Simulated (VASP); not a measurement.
# Si (Fd-3m) in VASP: further runs

Runs on Si. Level: PBEsol. Tasks: single point.

All numbers are computed with VASP 6.6.1; they aren't measurements. Logs are shortened: lines on timing, memory, paths and dates and some standing lists are left out, and cuts for length are marked.

### Step 1. The cell of the first run

Symmetry: Fd-3m, No. 227, cubic system. Conventional cell: a = 5.434 Å, b = 5.434 Å, c = 5.434 Å, α = 90.00°, β = 90.00°, γ = 90.00°. Within 3.1 Å of Si (site symmetry -43m) lie 4 Si at 2.35 Å.

### Step 2. Single point, PBEsol

INCAR reads:

```
ALGO     = Normal         # electronic algorithm
EDIFF    = 1E-6           # SCF threshold, eV
ENCUT    = 520            # plane-wave cutoff, eV
GGA      = PS             # functional
ISIF     = 2              # what is computed and relaxed
ISMEAR   = -1             # smearing method
LASPH    = T              # aspherical terms in the spheres
LCHARG   = F              # write CHGCAR
LREAL    = F              # projectors in reciprocal space
LWAVE    = F              # write WAVECAR
NBANDS   = 16             # bands
NELM     = 60             # most SCF steps
PREC     = Accurate       # precision mode
SIGMA    = 0.02           # smearing width, eV
```

KPOINTS reads:

```
k-points
0
Gamma
  7 7 5
```

POSCAR reads:

```
Si
1.0
    2.7169994271      2.7169994271      0.0000000000
   -2.7169994271      2.7169994271      0.0000000000
    0.0000000000      0.0000000000      5.4339988542
Si
4
Direct
    0.2500000000      0.5000000000      0.3750000000
    0.7500000000      0.0000000000      0.8750000000
    0.2500000000      0.0000000000      0.1250000000
    0.7500000000      0.5000000000      0.6250000000
```

Potentials or basis: VASP PAW PBE potentials, release 64 (Si).

Started as:

```
> cat potpaw_PBE.64/Si/POTCAR > POTCAR
> mpirun -np 1 vasp_std > vasp.out
```

OUTCAR:

```text
EDIFF = 1E-6
   ENCUT = 520
   GGA = PS
   ISIF = 2
   ISMEAR = -1
   LASPH = T
   LREAL = F
   NELM = 60
   PREC = Accurate

 ion  position               nearest neighbor table
   1  0.250  0.500  0.375-   3 2.35   4 2.35   3 2.35   4 2.35
   2  0.750  0.000  0.875-   3 2.35   4 2.35   4 2.35   3 2.35
   3  0.250  0.000  0.125-   1 2.35   2 2.35   1 2.35   2 2.35
   4  0.750  0.500  0.625-   1 2.35   2 2.35   2 2.35   1 2.35

  LATTYP: Found a simple tetragonal cell.
 ALAT       =     3.8424174388
 C/A-ratio  =     1.4142135624

  Lattice vectors:

 A1 = (   2.7169994271,   2.7169994271,   0.0000000000)
 A2 = (  -2.7169994271,   2.7169994271,   0.0000000000)
 A3 = (   0.0000000000,   0.0000000000,   5.4339988542)

Analysis of symmetry for initial positions (statically):
=====================================================================
 Subroutine PRICEL returns following result:

  LATTYP: Found a face centered cubic cell.
 ALAT       =     5.4339988542

  Lattice vectors:

 A1 = (   0.0000000000,  -2.7169994271,  -2.7169994271)
 A2 = (   2.7169994271,   0.0000000000,  -2.7169994271)
 A3 = (   2.7169994271,  -2.7169994271,   0.0000000000)

   2 primitive cells build up your supercell.

 Routine SETGRP: Setting up the symmetry group for a
 simple tetragonal supercell.

 Subroutine GETGRP returns: Found 16 space group operations
 (whereof  4 operations were pure point group operations)
 out of a pool of 16 trial point group operations.

The static configuration has the point symmetry C_2h.
 The point group associated with its full space group is D_4h.

Analysis of symmetry for dynamics (positions and initial velocities):
=====================================================================
 Subroutine PRICEL returns following result:

  LATTYP: Found a face centered cubic cell.
 ALAT       =     5.4339988542

  Lattice vectors:

 A1 = (   0.0000000000,  -2.7169994271,  -2.7169994271)
 A2 = (   2.7169994271,   0.0000000000,  -2.7169994271)
 A3 = (   2.7169994271,  -2.7169994271,   0.0000000000)

   2 primitive cells build up your supercell.

 Routine SETGRP: Setting up the symmetry group for a
 simple tetragonal supercell.

 Subroutine GETGRP returns: Found 16 space group operations
 (whereof  4 operations were pure point group operations)
 out of a pool of 16 trial point group operations.

The dynamic configuration has the point symmetry C_2h.
 The point group associated with its full space group is D_4h.

 Subroutine INISYM returns: Found 16 space group operations
 (whereof  4 operations are pure point group operations),
 and found     2 'primitive' translations

----------------------------------------------------------------------------------------

                                     Primitive cell

  volume of cell :      40.1142

  direct lattice vectors                    reciprocal lattice vectors
     0.000000000 -2.716999427 -2.716999427    -0.184026539 -0.184026539 -0.184026539
     2.716999427  0.000000000 -2.716999427     0.184026539  0.184026539 -0.184026539
     2.716999427 -2.716999427  0.000000000     0.184026539 -0.184026539  0.184026539

  length of vectors
     3.842417439  3.842417439  3.842417439     0.318743315  0.318743315  0.318743315

  position of ions in fractional coordinates (direct lattice)
     0.375000000  0.875000000  0.875000000
     0.625000000  0.125000000  0.125000000

  ion indices of the primitive-cell ions
   primitive index   ion index
                 1           1
                 2           3

----------------------------------------------------------------------------------------

 KPOINTS: k-points

Automatic generation of k-mesh.
 Grid dimensions read from file:
 generate k-points for:    7    7    5

 Generating k-lattice:

  Cartesian coordinates                     Fractional coordinates (reciprocal lattice)
     0.026289506  0.026289506  0.000000000     0.142857143  0.000000000  0.000000000
    -0.026289506  0.026289506  0.000000000     0.000000000  0.142857143  0.000000000
     0.000000000  0.000000000  0.036805308     0.000000000  0.000000000  0.200000000

  Length of vectors
     0.037178975  0.037178975  0.036805308

  Shift w.r.t. Gamma in fractional coordinates (k-lattice)
     0.000000000  0.000000000  0.000000000

 Subroutine IBZKPT returns following result:
 ===========================================

 Found     30 irreducible k-points:

 Following reciprocal coordinates:
            Coordinates               Weight
  0.000000  0.000000  0.000000      1.000000
  0.142857  0.000000  0.000000      4.000000
  0.285714  0.000000  0.000000      4.000000
  0.428571  0.000000  0.000000      4.000000
  0.142857  0.142857  0.000000      4.000000
  0.285714  0.142857  0.000000      8.000000
[... 16 lines left out ...]
  0.285714  0.000000  0.400000      8.000000
  0.428571  0.000000  0.400000      8.000000
 [... further k-points ...]
   k-points           NKPTS =     30   k-points in BZ     NKDIM =     30   number of bands    NBANDS=     16
   number of dos      NEDOS =    301   number of ions     NIONS =      4
   total plane-waves  NPLWV =  36000
   dimension x,y,z NGX =    30 NGY =   30 NGZ =   40
   dimension x,y,z NGXF=    60 NGYF=   60 NGZF=   80
   ions per type =               4
   NGX,Y,Z   is equivalent  to a cutoff of  12.98, 12.98, 12.24 a.u.
   NGXF,Y,Z  is equivalent  to a cutoff of  25.96, 25.96, 24.47 a.u.
 SYSTEM =  unknown system
   PREC   = accura    normal or accurate (medium, high low for compatibility)
   ISTART =      0    job   : 0-new  1-cont  2-samecut
   ICHARG =      2    charge: 1-file 2-atom 10-const
   ISPIN  =      1    spin polarized calculation?
   LNONCOLLINEAR =      F non collinear calculations
   LSORBIT =      F    spin-orbit coupling
   LASPH  =      T    aspherical Exc in radial PAW
   ENCUT  =  520.0 eV  38.22 Ry    6.18 a.u.   7.14  7.14 10.10*2*pi/ulx,y,z
   NELM   =     60;   NELMIN=  2; NELMDL= -5     # of ELM steps
   EDIFF  = 0.1E-05   stopping-criterion for ELM
   LREAL  =      F    real-space projection
   EDIFFG = 0.1E-04   stopping-criterion for IOM
   NSW    =      0    number of steps for IOM
   IBRION =     -1    ionic relax: 0-MD 1-quasi-New 2-CG
   NFREE  =      0    steps in history (QN), initial steepest desc. (CG)
   ISIF   =      2    stress and relaxation
   ISYM   =      2    0-nonsym 1-usesym 2-fastsym
   POTIM  = 0.5000    time-step for ionic-motion
   TEBEG  =    0.0;   TEEND  =   0.0 temperature during run
   PSTRESS=    0.0 pullay stress
   NELECT =      16.0000    total number of electrons
   NUPDOWN=      -1.0000    fix difference up-down
   EMIN   =  10.00;   EMAX   =-10.00  energy-range for DOS
   EFERMI =   0.00;   METHOD = LEGACY
   ISMEAR =    -1;   SIGMA  =   0.02  broadening in eV -4-tet -1-fermi 0-gaus
   EFERMI_NEDOS =   21; number of points for ismear=-14 and -15
   IALGO  =     38    algorithm
   IMIX   =      4    mixing-type and parameters
     AMIX     =   0.40;   BMIX     =  1.00
     AMIX_MAG =   1.60;   BMIX_MAG =  1.00
  volume/ion in A,a.u.               =      20.06       135.35
  Fermi-wavevector in a.u.,A,eV,Ry     =   0.956471  1.807469 12.447118  0.914837
  Thomas-Fermi vector in A             =   2.085402
   LORBIT       =      0    0 simple, 1 ext, 2 COOP (PROOUT), +10 PAW based schemes
   GGA     = PS    functional components
   LHFCALC =     F    Hartree Fock is set to
   AEXX    =    0.0000 exact exchange contribution
   IVDW    =     0    specifies the selected vdW correction
   LEPSILON=     F    determine dielectric tensor
   LRPA    =     F    only Hartree local field effects (RPA)
 non-spin polarized calculation
  energy-cutoff  :      520.00
  volume of cell :       80.23
 maximum number of plane-waves:      2173
 NGX is ok and might be reduce to    30
   NGX = 15   NGY = 15   NGZ = 21

 number of electron      15.9999999 magnetization

 Free energy of the ion-electron system (eV)
  ---------------------------------------------------
  ext. energy  EPLUGINS =         0.00000000
  ---------------------------------------------------
  free energy    TOTEN  =       -22.97973849 eV

  energy without entropy =      -22.97973832  energy(sigma->0) =      -22.97973840

 E-fermi :   5.9969     XC(G=0):  -9.5462

 val. band max:        5.7727631546   @ k =   0.0000   0.0000   0.0000
 cond. band min:       6.2318228707   @ k =   0.4286   0.4286   0.0000
 fundamental gap:      0.4590597161
 Fermi energy:         5.9968874484

 k-point     1 :       0.0000    0.0000    0.0000
  band No.  band energies     occupation
      1      -6.2054      2.00000
      2      -2.0511      2.00000
      3      -2.0511      2.00000
      4       2.9030      2.00000
      5       2.9030      2.00000
      6       5.7724      1.99997
[... 8 lines left out ...]
     15      13.4594      0.00000
     16      13.4670      0.00000

 k-point     2 :       0.1429    0.0000    0.0000
  band No.  band energies     occupation
      1      -6.0270      2.00000
      2      -2.1437      2.00000
      3      -1.8583      2.00000
      4       2.0629      2.00000
      5       3.0460      2.00000
      6       4.4867      2.00000
[... 8 lines left out ...]
     15      12.7034      0.00000
     16      13.2944      0.00000

 k-point     3 :       0.2857    0.0000    0.0000
  band No.  band energies     occupation
      1      -5.5010      2.00000
      2      -2.6372      2.00000
      3      -1.2821      2.00000
      4       1.3248      2.00000
      5       2.6246      2.00000
      6       3.4588      2.00000
[... 8 lines left out ...]
     15      11.9033      0.00000
     16      12.7542      0.00000

 k-point     4 :       0.4286    0.0000    0.0000
  band No.  band energies     occupation
      1      -4.6635      2.00000
      2      -3.6159      2.00000
      3      -0.3300      2.00000
      4       0.9832      2.00000
      5       1.5726      2.00000
      6       2.4971      2.00000
[... 8 lines left out ...]
     15      11.4991      0.00000
     16      11.8690      0.00000

 k-point     5 :       0.1429    0.1429    0.0000
  band No.  band energies     occupation
      1      -5.8485      2.00000
      2      -1.9517      2.00000
      3      -1.9517      2.00000
      4       2.2115      2.00000
      5       2.2115      2.00000
      6       4.1376      2.00000
[... 8 lines left out ...]
     15      12.1646      0.00000
     16      13.0842      0.00000

 k-point     6 :       0.2857    0.1429    0.0000
  band No.  band energies     occupation
      1      -5.3221      2.00000
      2      -2.4496      2.00000
      3      -1.3784      2.00000
      4       1.4771      2.00000
      5       2.4790      2.00000
      6       2.6392      2.00000
[... 8 lines left out ...]
     15      11.3646      0.00000
     16      11.4877      0.00000
[... 267 lines left out ...]
 k-point    21 :       0.0000    0.0000    0.4000
  band No.  band energies     occupation
      1      -5.5083      2.00000
      2      -4.6525      2.00000
      3       1.3549      2.00000
      4       3.1456      2.00000
      5       3.5269      2.00000
      6       3.5269      2.00000
[... 8 lines left out ...]
     15      12.3827      0.00000
     16      12.3827      0.00000

 k-point    22 :       0.1429    0.0000    0.4000
  band No.  band energies     occupation
      1      -5.3400      2.00000
      2      -4.5011      2.00000
      3       0.8940      2.00000
      4       2.1817      2.00000
      5       3.1538      2.00000
      6       3.6497      2.00000
[... 8 lines left out ...]
     15      11.2942      0.00000
     16      11.6611      0.00000

 k-point    23 :       0.2857    0.0000    0.4000
  band No.  band energies     occupation
      1      -4.8577      2.00000
      2      -4.1028      2.00000
      3      -0.3075      2.00000
      4       0.5766      2.00000
      5       3.2934      2.00000
      6       3.9838      2.00000
[... 8 lines left out ...]
     15      11.3575      0.00000
     16      12.3760      0.00000

 k-point    24 :       0.4286    0.0000    0.4000
  band No.  band energies     occupation
      1      -4.1801      2.00000
      2      -3.7863      2.00000
      3      -1.1722      2.00000
      4      -0.7484      2.00000
      5       3.9228      2.00000
      6       4.3987      2.00000
[... 8 lines left out ...]
     15      13.3740      0.00000
     16      13.5806      0.00000

 [... further k-points ...]

------------------------ aborting loop because EDIFF is reached ----------------------------------------

  FORCE on cell =-STRESS in cart. coord.  units (eV):
  Direction    XX          YY          ZZ          XY          YZ          ZX
  --------------------------------------------------------------------------------------
  -------------------------------------------------------------------------------------
  Total        0.0714758      0.0714758      0.0080140     -0.0000000      0.0000000      0.0000000
  in kB        1.4273845      1.4273845      0.1600403     -0.0000000      0.0000000      0.0000000
  external PRESSURE =       1.0049364 kB  Pullay stress =       0.0000000 kB

 VOLUME and BASIS-vectors are now :
 -----------------------------------------------------------------------------
  energy-cutoff  :      520.00
  volume of cell :       80.23
      direct lattice vectors                 reciprocal lattice vectors
     2.716999427  2.716999427  0.000000000     0.184026539  0.184026539  0.000000000
    -2.716999427  2.716999427  0.000000000    -0.184026539  0.184026539  0.000000000
     0.000000000  0.000000000  5.433998854     0.000000000  0.000000000  0.184026539

 POSITION                                       TOTAL-FORCE (eV/Angst)
 -----------------------------------------------------------------------------------
     -0.67925      2.03775      2.03775         0.000000     -0.000000     -0.000000
      2.03775      2.03775      4.75475         0.000000      0.000000     -0.000000
      0.67925      0.67925      0.67925        -0.000000     -0.000000      0.000000
      0.67925      3.39625      3.39625        -0.000000      0.000000     -0.000000
 -----------------------------------------------------------------------------------
    total drift:                                0.000000     -0.000000      0.000000

  FREE ENERGIE OF THE ION-ELECTRON SYSTEM (eV)
  ---------------------------------------------------
  free  energy   TOTEN  =       -22.9797384885 eV

  energy  without entropy=      -22.9797383185  energy(sigma->0) =      -22.97973840
```

Wall time 16 s (1 thread of Intel Xeon Platinum 8488C (Sapphire Rapids), shared host); peak memory 0.18 GiB.

What came out:

```yaml
Free_energy: -22.9797 eV
Pressure: 0.1 GPa
Band_gap_on_the_k_mesh: 0.46 eV
```

Levels at points of the mesh, in eV from the valence-band top:
```
           k point  band 5  band 6  band 7  band 8  band 9  band 10  band 11  band 12
(0.00, 0.00, 0.00)   -2.87    0.00    0.00    0.00    0.59     0.59     2.52     2.52
```

Caveat: the PAW data sets were made with another functional, which shifts forces and pressure a little.

### Step 3. Single point, PBEsol

INCAR reads:

```
SYSTEM = Si
PREC = Accurate ; ENCUT = 520
EDIFF = 1E-6 ; ISMEAR = -1
SIGMA = 0.02 ; LREAL = .FALSE.
LASPH = .TRUE. ; NELM = 60
ALGO = Normal ; ISIF = 2
LWAVE = .FALSE. ; LCHARG = .FALSE.
GGA = PS ; NBANDS = 16
```

KPOINTS reads:

```
regular mesh
0
G
  7 7 5
  0 0 0
```

POSCAR is that of step 2.

Potentials or basis: VASP PAW PBE potentials, release 64 (Si).

Started as:

```
> cat potpaw_PBE.64/Si/POTCAR > POTCAR
> mpirun -np 1 vasp_std > vasp.out
```

Wall time 20 s (1 thread of Intel Xeon Platinum 8488C (Sapphire Rapids), shared host); peak memory 0.18 GiB.

Results (log left out):

- Free energy: -22.9797 eV
- Pressure: 0.1 GPa
- Band gap on the k mesh: 0.46 eV

Levels at points of the mesh, in eV from the valence-band top:
```tsv
k point	band 4	band 5	band 6	band 7	band 8	band 9	band 10	band 11	band 12	band 13
(0.00, 0.00, 0.00)	-2.87	-2.87	0.00	0.00	0.00	0.59	0.59	2.52	2.52	2.52
```

Caveat: the PAW data sets were made with another functional, which shifts forces and pressure a little. A k mesh can miss the band edges.
